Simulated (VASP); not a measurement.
A run of VASP 6.6.1:

INCAR

```
ALGO     = Normal         # electronic algorithm
EDIFF    = 1E-6           # SCF threshold, eV
ENCUT    = 520            # plane-wave cutoff, eV
GGA      = PS             # functional
ISIF     = 2              # what is computed and relaxed
ISMEAR   = 0              # smearing method
LASPH    = T              # aspherical terms in the spheres
LCHARG   = F              # write CHGCAR
LREAL    = F              # projectors in reciprocal space
LWAVE    = F              # write WAVECAR
NBANDS   = 16             # bands
NELM     = 80             # most SCF steps
PREC     = Accurate       # precision mode
SIGMA    = 0.15           # smearing width, eV
```

Contents of KPOINTS:

```
k-points
0
Gamma
  12 12 12
```

Contents of POSCAR:

```
InSb
1.0
    0.0000000000      3.2391000000      3.2391000000
    2.9961675000      0.0000000000      3.2391000000
    2.9961675000      3.2391000000      0.0000000000
In Sb
1 1
Direct
    0.0000000000      0.0000000000      0.0000000000
    0.7500000000      0.7500000000      0.7500000000
```

Potentials or basis: VASP PAW PBE potentials, release 64 (In_d, Sb).

Launch:

```bash
$ cat potpaw_PBE.64/In_d/POTCAR potpaw_PBE.64/Sb/POTCAR > POTCAR
$ mpirun -np 1 vasp_std > vasp.out
```

Hardware: 1 thread of Intel Xeon 8259CL, with other jobs on the host.

**Question.** How long does it take, and how much memory?

**Answer.** It took 3.6 min on 1 thread of Intel Xeon 8259CL, with other jobs on the host, peak memory 0.33 GiB. Counts: scf iterations 12, k points 163.
